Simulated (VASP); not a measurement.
A run of VASP 6.6.1 is set up as follows.

INCAR

```
SYSTEM = CoO
ALGO     = Normal         ! electronic algorithm
EDIFF    = 1E-6           ! SCF threshold, eV
ENCUT    = 700            ! plane-wave cutoff, eV
GGA      = PS             ! functional
GGA_COMPAT= .False.      
ISIF     = 2              ! what is computed and relaxed
ISMEAR   = -1             ! smearing method
ISPIN    = 2              ! spin polarisation
LASPH    = .True.         ! aspherical terms in the spheres
LCHARG   = .False.        ! write CHGCAR
LMAXMIX  = 4              ! l up to which the mixer works
LORBIT   = 11             ! projections on sites
LREAL    = .False.        ! projectors in reciprocal space
LWAVE    = .False.        ! write WAVECAR
MAGMOM   = 2 0            ! initial moments
NBANDS   = 22             ! bands
NELM     = 200            ! most SCF steps
NUPDOWN  = 2.0            ! fixed moment
PREC     = Accurate       ! precision mode
SIGMA    = 0.05           ! smearing width, eV
```

File KPOINTS:

```
k-points
0
Gamma
  10 10 10
  0 0 0
```

POSCAR

```
CoO
1.0
   -1.5080000000      1.5080000000      2.1072475377
    1.5080000000     -1.5080000000      2.1072475377
    1.5080000000      1.5080000000     -2.1072475377
Co O
1 1
Direct
    0.0000000000      0.0000000000      0.0000000000
    0.5000000000      0.5000000000      0.0000000000
```

Potentials or basis: VASP PAW PBE potentials, release 64 (Co_sv, O).

Run with:

```sh
$ cat potpaw_PBE.64/Co_sv/POTCAR potpaw_PBE.64/O/POTCAR > POTCAR
$ mpirun -np 1 vasp_std > vasp.out
```

Question: Estimate the pressure.

Answer: -18.3 GPa.

Stress tensor (GPa, compression positive):
```
-18.54   0.00   0.00
  0.00 -18.54   0.00
  0.00   0.00 -17.89
```

Caveat: the cell stands under tension; the PAW data sets were made with another functional, which shifts forces and pressure a little; the total moment is fixed, so each spin has its own Fermi level and the state may be an excited one; a cell with one magnetic atom can't hold antiferromagnetic order, which such compounds often take.
